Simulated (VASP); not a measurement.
# BiTe: single point with PBEsol

BiTe:

```
Bi Te
1.0
     0.00000    3.23500    3.23500
     3.23500    0.00000    3.23500
     3.23500    3.23500    0.00000
Bi Te
1 1
Direct
  0.00000 0.00000 0.00000
  0.50000 0.50000 0.50000
```

```
Program             : VASP 6.6.1
Task                : single point
Functional          : PBEsol
Potentials or basis : VASP PAW PBE potentials, release 64 (Bi_d, Te)
Cutoff              : 520 eV
k mesh              : 7 × 7 × 7
Occupations         : methfessel-paxton, width 0.1 eV
Spin                : non-collinear spin, zero start, spin-orbit coupling
Starting moments    : [[0.0, 0.0, 0.0], [0.0, 0.0, 0.0]] μB
```

The pressure is -0.4 GPa, the net moment is 0.00 μB per cell and the valence electrons inside the program's atomic spheres are Bi 12.70; Te 3.33.

Moments on the atoms (μB; x, y, z):
```
Bi  0.00 0.00 0.00
Te  0.00 0.00 0.00
```

It took 4.9 min on 1 thread of AMD EPYC 7R13 (shared host), peak memory 0.38 GiB.

Caveat: the PAW data sets were made with another functional, which shifts forces and pressure a little.
